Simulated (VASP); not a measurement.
# P (R-3m) in VASP: single point with PBEsol

Aim: the single point of P with PBEsol.

All numbers are computed with VASP 6.6.1; they aren't measurements. Logs are shortened: lines on timing, memory, paths and dates and some standing lists are left out, and cuts for length are marked.

## Step 1: The cell of the first run

The structure is trigonal, space group R-3m (No. 166). The conventional cell has a = 3.346 Å, b = 3.346 Å, c = 8.191 Å, α = 90.00°, β = 90.00°, γ = 120.00°. P (site symmetry 3m) has 6 P at 2.31 to 2.42 Å within 3.1 Å.

## Step 2: Single point, PBEsol (volume scaled by 0.88, then relaxed in part)

Input file INCAR:

```
PREC = Accurate
ENCUT = 520
EDIFF = 1E-7
ISMEAR = 0
SIGMA = 0.1
LREAL = False
LASPH = True
NELM = 80
ALGO = Normal
ISIF = 2
LWAVE = False
LCHARG = False
GGA = PS
NBANDS = 12
```

Input file KPOINTS:

```
Automatic mesh
0
Gamma
  15 15 15
```

Input file POSCAR:

```
P
1.0
    1.6732363073      0.9660434324      2.7303032422
   -1.6732363073      0.9660434324      2.7303032422
    0.0000000000     -1.9320868648      2.7303032422
P
2
Direct
    0.2441659607      0.2441659607      0.2441659607
    0.7558340393      0.7558340393      0.7558340393
```

Potentials or basis: VASP PAW PBE potentials, release 64 (P).

Command:

```bash
> cat potpaw_PBE.64/P/POTCAR > POTCAR
> mpirun -np 1 vasp_std > vasp.out
```

OUTCAR:

```text
PREC = Accurate
   ENCUT = 520
   EDIFF = 1E-7
   ISMEAR = 0
   LREAL = False
   LASPH = True
   NELM = 80
   ISIF = 2
   GGA = PS

 ion  position               nearest neighbor table
   1  0.244  0.244  0.244-   2 2.31   2 2.31   2 2.31   2 2.42   2 2.42   2 2.42
   2  0.756  0.756  0.756-   1 2.31   1 2.31   1 2.31   1 2.42   1 2.42   1 2.42

  LATTYP: Found a trigonal (rhomboedric) cell.
 ALAT       =     3.3447743493
 COS(alpha) =     0.4994921342

  Lattice vectors:

 A1 = (   1.6732363073,   0.9660434324,   2.7303032422)
 A2 = (  -1.6732363073,   0.9660434324,   2.7303032422)
 A3 = (   0.0000000000,  -1.9320868648,   2.7303032422)

Analysis of symmetry for initial positions (statically):
=====================================================================
 Subroutine PRICEL returns:
 Original cell was already a primitive cell.

 Routine SETGRP: Setting up the symmetry group for a
 trigonal (rhombohedral) supercell.

 Subroutine GETGRP returns: Found 12 space group operations
 (whereof 12 operations were pure point group operations)
 out of a pool of 12 trial point group operations.

The static configuration has the point symmetry D_3d.

Analysis of symmetry for dynamics (positions and initial velocities):
=====================================================================
 Subroutine PRICEL returns:
 Original cell was already a primitive cell.

 Routine SETGRP: Setting up the symmetry group for a
 trigonal (rhombohedral) supercell.

 Subroutine GETGRP returns: Found 12 space group operations
 (whereof 12 operations were pure point group operations)
 out of a pool of 12 trial point group operations.

The dynamic configuration has the point symmetry D_3d.

 Subroutine INISYM returns: Found 12 space group operations
 (whereof 12 operations are pure point group operations),
 and found     1 'primitive' translations

----------------------------------------------------------------------------------------

                                     Primitive cell

  volume of cell :      26.4799

  direct lattice vectors                    reciprocal lattice vectors
     1.673236307  0.966043432  2.730303242     0.298822108  0.172525024  0.122086561
    -1.673236307  0.966043432  2.730303242    -0.298822108  0.172525024  0.122086561
     0.000000000 -1.932086865  2.730303242     0.000000000 -0.345050049  0.122086561

  length of vectors
     3.344774349  3.344774349  3.344774349     0.366011836  0.366011836  0.366011836

  position of ions in fractional coordinates (direct lattice)
     0.244165961  0.244165961  0.244165961
     0.755834039  0.755834039  0.755834039

  ion indices of the primitive-cell ions
   primitive index   ion index
                 1           1
                 2           2

----------------------------------------------------------------------------------------

 KPOINTS: Automatic mesh

Automatic generation of k-mesh.
 Grid dimensions read from file:
 generate k-points for:   15   15   15

 Generating k-lattice:

  Cartesian coordinates                     Fractional coordinates (reciprocal lattice)
     0.019921474  0.011501668  0.008139104     0.066666667 -0.000000000  0.000000000
    -0.019921474  0.011501668  0.008139104    -0.000000000  0.066666667  0.000000000
     0.000000000 -0.023003337  0.008139104     0.000000000  0.000000000  0.066666667

  Length of vectors
     0.024400789  0.024400789  0.024400789

  Shift w.r.t. Gamma in fractional coordinates (k-lattice)
     0.000000000  0.000000000  0.000000000

 Subroutine IBZKPT returns following result:
 ===========================================

 Found    344 irreducible k-points:

 Following reciprocal coordinates:
            Coordinates               Weight
  0.000000  0.000000  0.000000      1.000000
  0.066667  0.000000  0.000000      6.000000
  0.133333 -0.000000  0.000000      6.000000
  0.200000  0.000000  0.000000      6.000000
  0.266667 -0.000000  0.000000      6.000000
  0.333333 -0.000000 -0.000000      6.000000
[... 16 lines left out ...]
  0.133333  0.133333  0.000000      6.000000
  0.200000  0.133333  0.000000     12.000000
 [... further k-points ...]
   k-points           NKPTS =    344   k-points in BZ     NKDIM =    344   number of bands    NBANDS=     12
   number of dos      NEDOS =    301   number of ions     NIONS =      2
   total plane-waves  NPLWV =  21952
   dimension x,y,z NGX =    28 NGY =   28 NGZ =   28
   dimension x,y,z NGXF=    56 NGYF=   56 NGZF=   56
   ions per type =               2
   NGX,Y,Z   is equivalent  to a cutoff of  13.92, 13.92, 13.92 a.u.
   NGXF,Y,Z  is equivalent  to a cutoff of  27.83, 27.83, 27.83 a.u.
 SYSTEM =  unknown system
   PREC   = accura    normal or accurate (medium, high low for compatibility)
   ISTART =      0    job   : 0-new  1-cont  2-samecut
   ICHARG =      2    charge: 1-file 2-atom 10-const
   ISPIN  =      1    spin polarized calculation?
   LNONCOLLINEAR =      F non collinear calculations
   LSORBIT =      F    spin-orbit coupling
   LASPH  =      T    aspherical Exc in radial PAW
   ENCUT  =  520.0 eV  38.22 Ry    6.18 a.u.   6.22  6.22  6.22*2*pi/ulx,y,z
   NELM   =     80;   NELMIN=  2; NELMDL= -5     # of ELM steps
   EDIFF  = 0.1E-06   stopping-criterion for ELM
   LREAL  =      F    real-space projection
   EDIFFG = 0.1E-05   stopping-criterion for IOM
   NSW    =      0    number of steps for IOM
   IBRION =     -1    ionic relax: 0-MD 1-quasi-New 2-CG
   NFREE  =      0    steps in history (QN), initial steepest desc. (CG)
   ISIF   =      2    stress and relaxation
   ISYM   =      2    0-nonsym 1-usesym 2-fastsym
   POTIM  = 0.5000    time-step for ionic-motion
   TEBEG  =    0.0;   TEEND  =   0.0 temperature during run
   PSTRESS=    0.0 pullay stress
   NELECT =      10.0000    total number of electrons
   NUPDOWN=      -1.0000    fix difference up-down
   EMIN   =  10.00;   EMAX   =-10.00  energy-range for DOS
   EFERMI =   0.00;   METHOD = LEGACY
   ISMEAR =     0;   SIGMA  =   0.10  broadening in eV -4-tet -1-fermi 0-gaus
   EFERMI_NEDOS =   21; number of points for ismear=-14 and -15
   IALGO  =     38    algorithm
   IMIX   =      4    mixing-type and parameters
     AMIX     =   0.40;   BMIX     =  1.00
     AMIX_MAG =   1.60;   BMIX_MAG =  1.00
  volume/ion in A,a.u.               =      13.24        89.35
  Fermi-wavevector in a.u.,A,eV,Ry     =   1.183322  2.236154 19.051559  1.400250
  Thomas-Fermi vector in A             =   2.319558
   LORBIT       =      0    0 simple, 1 ext, 2 COOP (PROOUT), +10 PAW based schemes
   GGA     = PS    functional components
   LHFCALC =     F    Hartree Fock is set to
   AEXX    =    0.0000 exact exchange contribution
   IVDW    =     0    specifies the selected vdW correction
   LEPSILON=     F    determine dielectric tensor
   LRPA    =     F    only Hartree local field effects (RPA)
 non-spin polarized calculation
 Gauss-broadening in eV      SIGMA  =   0.10
  energy-cutoff  :      520.00
  volume of cell :       26.48
 maximum number of plane-waves:       728
 NGX is ok and might be reduce to    28
   NGX = 13   NGY = 13   NGZ = 13

 number of electron      10.0000000 magnetization

 Free energy of the ion-electron system (eV)
  ---------------------------------------------------
  ext. energy  EPLUGINS =         0.00000000
  ---------------------------------------------------
  free energy    TOTEN  =       -11.48847556 eV

  energy without entropy =      -11.48647909  energy(sigma->0) =      -11.48747733

 E-fermi :  11.1018     XC(G=0): -11.7884

 val. band max:       11.0653565166   @ k =   0.4667   0.0667   0.0000
 cond. band min:      11.1040390671   @ k =  -0.3333   0.2000   0.0667
 fundamental gap:      0.0386825505
 Fermi energy:        11.1017845364

 k-point     1 :       0.0000    0.0000    0.0000
  band No.  band energies     occupation
      1      -6.5323      2.00000
      2       8.6834      2.00000
      3       8.6834      2.00000
      4       8.7846      2.00000
      5      10.5317      2.00000
      6      14.9744      0.00000
      7      15.1849      0.00000
      8      15.1849      0.00000
      9      16.6592      0.00000
     10      16.6592      0.00000
     11      16.9349      0.00000
     12      17.7586      0.00000

 k-point     2 :       0.0667    0.0000    0.0000
  band No.  band energies     occupation
      1      -6.4501      2.00000
      2       7.7829      2.00000
      3       8.6572      2.00000
      4       8.7480      2.00000
      5      11.1518      0.47916
      6      14.9758      0.00000
      7      15.2480      0.00000
      8      15.3120      0.00000
      9      15.7605      0.00000
     10      15.9722      0.00000
     11      16.5706      0.00000
     12      18.9235      0.00000

 k-point     3 :       0.1333   -0.0000    0.0000
  band No.  band energies     occupation
      1      -6.2039      2.00000
      2       6.2240      2.00000
      3       8.5967      2.00000
      4       8.6876      2.00000
      5      11.8043      0.00000
      6      14.2251      0.00000
      7      14.2604      0.00000
      8      15.5811      0.00000
      9      15.9419      0.00000
     10      15.9976      0.00000
     11      16.4222      0.00000
     12      20.6647      0.00000

 k-point     4 :       0.2000    0.0000    0.0000
  band No.  band energies     occupation
      1      -5.7946      2.00000
      2       4.5708      2.00000
      3       8.5424      2.00000
      4       8.6361      2.00000
      5      12.0387      0.00000
      6      13.1036      0.00000
      7      13.1418      0.00000
      8      15.2099      0.00000
      9      16.8338      0.00000
     10      16.8718      0.00000
     11      17.0444      0.00000
     12      22.5306      0.00000

 k-point     5 :       0.2667   -0.0000    0.0000
  band No.  band energies     occupation
      1      -5.2237      2.00000
      2       2.9422      2.00000
      3       8.5351      2.00000
      4       8.6358      2.00000
      5      11.8620      0.00000
      6      12.0810      0.00000
      7      12.3653      0.00000
      8      14.5919      0.00000
      9      17.9489      0.00000
     10      18.0134      0.00000
     11      18.2697      0.00000
     12      24.5458      0.00000
[... 228 lines left out ...]
      1      -6.0128      2.00000
      2       5.6011      2.00000
      3       7.7401      2.00000
      4       9.1265      2.00000
      5      12.1612      0.00000
      6      13.0662      0.00000
      7      13.9981      0.00000
      8      15.6285      0.00000
      9      15.7504      0.00000
     10      16.7975      0.00000
     11      17.4109      0.00000
     12      20.2773      0.00000

 k-point    22 :      -0.0667    0.0667    0.0000
  band No.  band energies     occupation
      1      -6.3133      2.00000
      2       6.9872      2.00000
      3       8.1400      2.00000
      4       8.9538      2.00000
      5      11.7274      0.00000
      6      14.1579      0.00000
      7      14.9583      0.00000
      8      15.3792      0.00000
      9      15.4454      0.00000
     10      16.2942      0.00000
     11      16.9436      0.00000
     12      19.0176      0.00000

 k-point    23 :       0.1333    0.1333    0.0000
  band No.  band energies     occupation
      1      -6.0957      2.00000
      2       6.8045      2.00000
      3       7.7509      2.00000
      4       7.7976      2.00000
      5      11.8308      0.00000
      6      13.2026      0.00000
      7      14.0738      0.00000
      8      16.6284      0.00000
      9      16.7098      0.00000
     10      17.3047      0.00000
     11      17.3831      0.00000
     12      18.1566      0.00000

 k-point    24 :       0.2000    0.1333    0.0000
  band No.  band energies     occupation
      1      -5.7968      2.00000
      2       5.6591      2.00000
      3       7.4652      2.00000
      4       7.8194      2.00000
      5      10.6607      2.00000
      6      13.8028      0.00000
      7      14.0232      0.00000
      8      16.0818      0.00000
      9      16.7607      0.00000
     10      17.9480      0.00000
     11      18.1652      0.00000
     12      19.4773      0.00000

 [... further k-points ...]
[... 5 lines left out ...]
  --------------------------------------------------------------------------------------
  -------------------------------------------------------------------------------------
  Total        1.8143609      1.8143609      1.8307704      0.0000000     -0.0000000      0.0000000
  in kB      109.7787254    109.7787254    110.7715917      0.0000000     -0.0000000      0.0000000
  external PRESSURE =     110.1096809 kB  Pullay stress =       0.0000000 kB

 VOLUME and BASIS-vectors are now :
 -----------------------------------------------------------------------------
  energy-cutoff  :      520.00
  volume of cell :       26.48
      direct lattice vectors                 reciprocal lattice vectors
     1.673236307  0.966043432  2.730303242     0.298822108  0.172525024  0.122086561
    -1.673236307  0.966043432  2.730303242    -0.298822108  0.172525024  0.122086561
     0.000000000 -1.932086865  2.730303242     0.000000000 -0.345050049  0.122086561

 POSITION                                       TOTAL-FORCE (eV/Angst)
 -----------------------------------------------------------------------------------
      0.00000      0.00000      1.99994         0.000000      0.000000     -0.013891
      0.00000      0.00000      6.19097         0.000000      0.000000      0.013891
 -----------------------------------------------------------------------------------
    total drift:                               -0.000000      0.000000      0.000000

  FREE ENERGIE OF THE ION-ELECTRON SYSTEM (eV)
  ---------------------------------------------------
  free  energy   TOTEN  =       -11.4884755627 eV

  energy  without entropy=      -11.4864790914  energy(sigma->0) =      -11.48747733
```

It took 67 s on 1 thread of Intel Xeon Platinum 8559C (Emerald Rapids), shared host; peak memory 0.21 GiB.

What came out:

```yaml
Free_energy: -11.4885 eV
Pressure: 11.0 GPa
Largest_force: 0.014 eV/Å
Band_gap_on_the_k_mesh: zero (band 5 reaches 12.35 eV, above the bottom of band 6 at 9.88 eV)
```

Forces on the atoms (eV/Å):
```
P    0.000  0.000 -0.014
P    0.000  0.000  0.014
```

Caveat: the PAW data sets were made with another functional, which shifts forces and pressure a little.
